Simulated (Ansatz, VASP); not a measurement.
## Al5N: VASP beside Ansatz

```xyz
6
Lattice="3.0565 1.7647 2.6319 -3.0565 1.7647 2.6319 0.0000 -3.5293 2.6319" Properties=species:S:1:pos:R:3 pbc="T T T"
Al   -2.0528    1.1852    3.2976
Al    0.0000   -2.3704    3.2976
Al    2.0528    1.1852    3.2976
Al    0.0000    0.0000    7.2622
Al    0.0000    0.0000    2.9329
N     0.0000    0.0000    5.4389
```

Alike in both runs: task single point; functional PBE; k mesh 6 × 6 × 6; occupations gaussian, width 0.1 eV; collinear spin.

|  | VASP | Ansatz |
| --- | --- | --- |
| version | VASP 6.6.1 | Ansatz 0.2.0 |
| potentials or method | VASP PAW PBE potentials, release 64 (Al, N), cutoff 520 eV | scalar-relativistic, plane waves, PAW |
| valence electrons in the cell | 20 | 20 |

Ansatz gave:

```
gap on the k mesh at the Fermi level (eV) : none
rms of the force components (eV/Å)        : 13.575
net moment per atom (μB)                  : 0.00
```

Q: Estimate VASP's values.

A: gap on the k mesh at the Fermi level (eV): none; rms of the force components (eV/Å): 13.509; net moment per atom (μB): 0.00.

Atom by atom the forces differ by 0.081 eV/Å (rms over components). A gap of «none» marks a metal or a gap that the smearing closes. Ansatz's warnings: seeded moment not kept.
